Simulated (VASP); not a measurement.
# Ti (P6_3/mmc) in VASP: settings compared, part 2 of 2

VASP 6.6.1.

## (5) Single point, BLYP

The input, INCAR:

```
PREC = Accurate ; ENCUT = 520
EDIFF = 1E-7 ; ISMEAR = -1
SIGMA = 0.05 ; LREAL = False
LASPH = True ; NELM = 60
ALGO = Normal ; ISIF = 2
LWAVE = False ; LCHARG = False
GGA = B5 ; ALDAX = 1.0
AGGAX = 1.0 ; AGGAC = 1.0
ALDAC = 0.0 ; NBANDS = 19
```

The input, KPOINTS:

```
regular mesh
0
Gamma
  10 10 6
```

The input, POSCAR:

```
Ti
1.0
    2.9500000000      0.0000000000      0.0000000000
   -1.4750000000      2.5547749412      0.0000000000
    0.0000000000      0.0000000000      4.6800000000
Ti
2
Direct
    0.6666666667      0.3333333333      0.7500000000
    0.3333333333      0.6666666667      0.2500000000
```

Potentials or basis: VASP PAW PBE potentials, release 64 (Ti_sv).

The run is started by

```bash
cat potpaw_PBE.64/Ti_sv/POTCAR > POTCAR
mpirun -np 1 vasp_std > vasp.out
```

OUTCAR:

```text
PREC = Accurate
   ENCUT = 520
   EDIFF = 1E-7
   ISMEAR = -1
   LREAL = False
   LASPH = True
   NELM = 60
   ISIF = 2
   GGA = B5

 ion  position               nearest neighbor table
   1  0.667  0.333  0.750-   2 2.89   2 2.89   2 2.89   2 2.89   2 2.89   2 2.89
   2  0.333  0.667  0.250-   1 2.89   1 2.89   1 2.89   1 2.89   1 2.89   1 2.89

  LATTYP: Found a hexagonal cell.
 ALAT       =     2.9500000000
 C/A-ratio  =     1.5864406780

  Lattice vectors:

 A1 = (   2.9500000000,   0.0000000000,   0.0000000000)
 A2 = (  -1.4750000000,   2.5547749412,   0.0000000000)
 A3 = (   0.0000000000,   0.0000000000,   4.6800000000)

Analysis of symmetry for initial positions (statically):
=====================================================================
 Subroutine PRICEL returns:
 Original cell was already a primitive cell.

 Routine SETGRP: Setting up the symmetry group for a
 hexagonal supercell.

 Subroutine GETGRP returns: Found 24 space group operations
 (whereof 12 operations were pure point group operations)
 out of a pool of 24 trial point group operations.

The static configuration has the point symmetry D_3d.
 The point group associated with its full space group is D_6h.

Analysis of symmetry for dynamics (positions and initial velocities):
=====================================================================
 Subroutine PRICEL returns:
 Original cell was already a primitive cell.

 Routine SETGRP: Setting up the symmetry group for a
 hexagonal supercell.

 Subroutine GETGRP returns: Found 24 space group operations
 (whereof 12 operations were pure point group operations)
 out of a pool of 24 trial point group operations.

The dynamic configuration has the point symmetry D_3d.
 The point group associated with its full space group is D_6h.

 Subroutine INISYM returns: Found 24 space group operations
 (whereof 12 operations are pure point group operations),
 and found     1 'primitive' translations

----------------------------------------------------------------------------------------

                                     Primitive cell

  volume of cell :      35.2712

  direct lattice vectors                    reciprocal lattice vectors
     2.950000000  0.000000000  0.000000000     0.338983051  0.195711956  0.000000000
    -1.475000000  2.554774941  0.000000000     0.000000000  0.391423911  0.000000000
     0.000000000  0.000000000  4.680000000     0.000000000  0.000000000  0.213675214

  length of vectors
     2.950000000  2.950000000  4.680000000     0.391423911  0.391423911  0.213675214

  position of ions in fractional coordinates (direct lattice)
     0.666666667  0.333333333  0.750000000
     0.333333333  0.666666667  0.250000000

  ion indices of the primitive-cell ions
   primitive index   ion index
                 1           1
                 2           2

----------------------------------------------------------------------------------------

 KPOINTS: regular mesh

Automatic generation of k-mesh.
 Grid dimensions read from file:
 generate k-points for:   10   10    6

 Generating k-lattice:

  Cartesian coordinates                     Fractional coordinates (reciprocal lattice)
     0.033898305  0.019571196  0.000000000     0.100000000 -0.000000000  0.000000000
     0.000000000  0.039142391  0.000000000     0.000000000  0.100000000  0.000000000
     0.000000000  0.000000000  0.035612536     0.000000000  0.000000000  0.166666667

  Length of vectors
     0.039142391  0.039142391  0.035612536

  Shift w.r.t. Gamma in fractional coordinates (k-lattice)
     0.000000000  0.000000000  0.000000000

 Subroutine IBZKPT returns following result:
 ===========================================

 Found     56 irreducible k-points:

 Following reciprocal coordinates:
            Coordinates               Weight
  0.000000  0.000000  0.000000      1.000000
  0.100000  0.000000  0.000000      6.000000
  0.200000  0.000000  0.000000      6.000000
  0.300000  0.000000  0.000000      6.000000
  0.400000  0.000000  0.000000      6.000000
  0.500000  0.000000  0.000000      3.000000
[... 16 lines left out ...]
  0.300000  0.100000  0.166667     24.000000
  0.400000  0.100000  0.166667     24.000000
 [... further k-points ...]
   k-points           NKPTS =     56   k-points in BZ     NKDIM =     56   number of bands    NBANDS=     19
   number of dos      NEDOS =    301   number of ions     NIONS =      2
   total plane-waves  NPLWV =  20736
   dimension x,y,z NGX =    24 NGY =   24 NGZ =   36
   dimension x,y,z NGXF=    48 NGYF=   48 NGZF=   72
   ions per type =               2
   NGX,Y,Z   is equivalent  to a cutoff of  13.53, 13.53, 12.79 a.u.
   NGXF,Y,Z  is equivalent  to a cutoff of  27.05, 27.05, 25.58 a.u.
 SYSTEM =  unknown system
   PREC   = accura    normal or accurate (medium, high low for compatibility)
   ISTART =      0    job   : 0-new  1-cont  2-samecut
   ICHARG =      2    charge: 1-file 2-atom 10-const
   ISPIN  =      1    spin polarized calculation?
   LNONCOLLINEAR =      F non collinear calculations
   LSORBIT =      F    spin-orbit coupling
   LASPH  =      T    aspherical Exc in radial PAW
   ENCUT  =  520.0 eV  38.22 Ry    6.18 a.u.   5.49  5.49  8.70*2*pi/ulx,y,z
   NELM   =     60;   NELMIN=  2; NELMDL= -5     # of ELM steps
   EDIFF  = 0.1E-06   stopping-criterion for ELM
   LREAL  =      F    real-space projection
   EDIFFG = 0.1E-05   stopping-criterion for IOM
   NSW    =      0    number of steps for IOM
   IBRION =     -1    ionic relax: 0-MD 1-quasi-New 2-CG
   NFREE  =      0    steps in history (QN), initial steepest desc. (CG)
   ISIF   =      2    stress and relaxation
   ISYM   =      2    0-nonsym 1-usesym 2-fastsym
   POTIM  = 0.5000    time-step for ionic-motion
   TEBEG  =    0.0;   TEEND  =   0.0 temperature during run
   PSTRESS=    0.0 pullay stress
   NELECT =      24.0000    total number of electrons
   NUPDOWN=      -1.0000    fix difference up-down
   EMIN   =  10.00;   EMAX   =-10.00  energy-range for DOS
   EFERMI =   0.00;   METHOD = LEGACY
   ISMEAR =    -1;   SIGMA  =   0.05  broadening in eV -4-tet -1-fermi 0-gaus
   EFERMI_NEDOS =   21; number of points for ismear=-14 and -15
   IALGO  =     38    algorithm
   IMIX   =      4    mixing-type and parameters
     AMIX     =   0.40;   BMIX     =  1.00
     AMIX_MAG =   1.60;   BMIX_MAG =  1.00
  volume/ion in A,a.u.               =      17.64       119.01
  Fermi-wavevector in a.u.,A,eV,Ry     =   1.439920  2.721055 28.209912  2.073370
  Thomas-Fermi vector in A             =   2.558722
   LORBIT       =      0    0 simple, 1 ext, 2 COOP (PROOUT), +10 PAW based schemes
   GGA     = B5    functional components
   LHFCALC =     F    Hartree Fock is set to
   AEXX    =    0.0000 exact exchange contribution
   IVDW    =     0    specifies the selected vdW correction
   LEPSILON=     F    determine dielectric tensor
   LRPA    =     F    only Hartree local field effects (RPA)
 non-spin polarized calculation
  energy-cutoff  :      520.00
  volume of cell :       35.27
 maximum number of plane-waves:       973
 NGX is ok and might be reduce to    24
   NGX = 11   NGY = 11   NGZ = 17

 number of electron      24.0000002 magnetization

 Free energy of the ion-electron system (eV)
  ---------------------------------------------------
  ext. energy  EPLUGINS =         0.00000000
  ---------------------------------------------------
  free energy    TOTEN  =       -13.54614477 eV

  energy without entropy =      -13.52562735  energy(sigma->0) =      -13.53588606

 E-fermi :   8.6171     XC(G=0): -10.8909

 val. band max:        8.6133570896   @ k =   0.3000   0.2000   0.5000
 cond. band min:       8.6429007406   @ k =   0.3000   0.3000   0.3333
 fundamental gap:      0.0295436510
 Fermi energy:         8.6170962372

 k-point     1 :       0.0000    0.0000    0.0000
  band No.  band energies     occupation
      1     -48.0317      2.00000
      2     -47.9009      2.00000
      3     -24.7730      2.00000
      4     -24.1549      2.00000
      5     -24.1549      2.00000
      6     -24.0973      2.00000
[... 11 lines left out ...]
     18      10.1635      0.00000
     19      11.6378      0.00000

 k-point     2 :       0.1000    0.0000    0.0000
  band No.  band energies     occupation
      1     -48.0223      2.00000
      2     -47.8972      2.00000
      3     -24.7522      2.00000
      4     -24.1975      2.00000
      5     -24.1690      2.00000
      6     -24.1062      2.00000
[... 476 lines left out ...]
 k-point    24 :       0.4000    0.1000    0.1667
  band No.  band energies     occupation
      1     -47.9159      2.00000
      2     -47.8788      2.00000
      3     -24.6275      2.00000
      4     -24.5195      2.00000
      5     -24.4186      2.00000
      6     -24.2973      2.00000
[... 11 lines left out ...]
     18      11.8876      0.00000
     19      12.6321      0.00000

 [... further k-points ...]
[... 5 lines left out ...]
  --------------------------------------------------------------------------------------
  -------------------------------------------------------------------------------------
  Total        0.2360425      0.2360425      0.1023545      0.0000000      0.0000000      0.0000000
  in kB       10.7221099     10.7221099      4.6494025      0.0000000      0.0000000      0.0000000
  external PRESSURE =       8.6978741 kB  Pullay stress =       0.0000000 kB

 VOLUME and BASIS-vectors are now :
 -----------------------------------------------------------------------------
  energy-cutoff  :      520.00
  volume of cell :       35.27
      direct lattice vectors                 reciprocal lattice vectors
     2.950000000  0.000000000  0.000000000     0.338983051  0.195711956  0.000000000
    -1.475000000  2.554774941  0.000000000     0.000000000  0.391423911  0.000000000
     0.000000000  0.000000000  4.680000000     0.000000000  0.000000000  0.213675214

 POSITION                                       TOTAL-FORCE (eV/Angst)
 -----------------------------------------------------------------------------------
      1.47500      0.85159      3.51000         0.000000      0.000000      0.000000
     -0.00000      1.70318      1.17000        -0.000000     -0.000000      0.000000
 -----------------------------------------------------------------------------------
    total drift:                               -0.000000      0.000000     -0.000000

  FREE ENERGIE OF THE ION-ELECTRON SYSTEM (eV)
  ---------------------------------------------------
  free  energy   TOTEN  =       -13.5461447653 eV

  energy  without entropy=      -13.5256273471  energy(sigma->0) =      -13.53588606
```

OSZICAR:

```text
N       E                     dE             d eps       ncg     rms          rms(c)
DAV:   1     0.268157538850E+03    0.26816E+03   -0.13097E+04  2128   0.157E+03
DAV:   2     0.151999458567E+02   -0.25296E+03   -0.24920E+03  2200   0.443E+02
DAV:   3    -0.139960553776E+02   -0.29196E+02   -0.28856E+02  3966   0.123E+02
DAV:   4    -0.152248082536E+02   -0.12288E+01   -0.12271E+01  2426   0.264E+01
DAV:   5    -0.152835173647E+02   -0.58709E-01   -0.58703E-01  3181   0.412E+00    0.112E+01
DAV:   6    -0.135298172886E+02    0.17537E+01   -0.67614E+00  2468   0.255E+01    0.284E+00
DAV:   7    -0.135293906415E+02    0.42665E-03   -0.49064E-01  3186   0.500E+00    0.191E+00
DAV:   8    -0.135520416381E+02   -0.22651E-01   -0.15968E-01  2224   0.472E+00    0.677E-01
DAV:   9    -0.135458872576E+02    0.61544E-02   -0.30238E-02  2426   0.188E+00    0.564E-02
DAV:  10    -0.135461565291E+02   -0.26927E-03   -0.22607E-03  3089   0.285E-01    0.533E-02
DAV:  11    -0.135461626578E+02   -0.61288E-05   -0.69337E-05  2738   0.610E-02    0.251E-02
DAV:  12    -0.135461434426E+02    0.19215E-04   -0.19621E-05  2346   0.354E-02    0.268E-03
DAV:  13    -0.135461430811E+02    0.36147E-06   -0.66365E-07  2358   0.642E-03    0.218E-03
DAV:  14    -0.135461448510E+02   -0.17698E-05   -0.17370E-07  1629   0.337E-03    0.144E-04
DAV:  15    -0.135461447490E+02    0.10193E-06   -0.18895E-08  1163   0.129E-03    0.484E-05
DAV:  16    -0.135461447653E+02   -0.16263E-07   -0.51535E-09  1148   0.699E-04
   1 F= -.13546145E+02 E0= -.13535886E+02  d E =-.205174E-01
```

It took 42 s on 1 thread of Intel Xeon Platinum 8259CL at 2.50GHz (Skylake/Cascade Lake), shared host; peak memory 0.16 GiB.

Results:

```
Free energy            : -13.5461 eV
Pressure               : 0.9 GPa
Band gap on the k mesh : zero (band 12 reaches 9.33 eV, above the bottom of band 13 at 8.41 eV)
```

Caveat: the PAW data sets were made with another functional, which shifts forces and pressure a little.

## (6) Overview

| level | smearing | gap on the mesh (eV) | pressure (GPa) |
| --- | --- | --- | --- |
| PBE | gaussian 0.02 eV | none | -1.7 |
| RPBE | fermi-dirac 0.05 eV | none | 1.2 |
| PBE | gaussian 0.013 eV | none | -1.7 |
| BLYP | fermi-dirac 0.05 eV | none | 0.9 |

Alike in all rows: task single point; potentials or basis VASP PAW PBE potentials, release 64 (Ti_sv); no spin polarisation; cell as given; k mesh 10 × 10 × 6; cutoff (eV) 520.

Every run on the cell as given and a fine mesh finds a metal. The pressure there spans -1.7 GPa (PBE) to 1.2 GPa (RPBE); a positive pressure means that this level wants a larger cell, a negative one a smaller.

Caveats: the PAW data sets were made with another functional, which shifts forces and pressure a little (some runs).

Absolute energies hang on the potentials; compare differences alone.
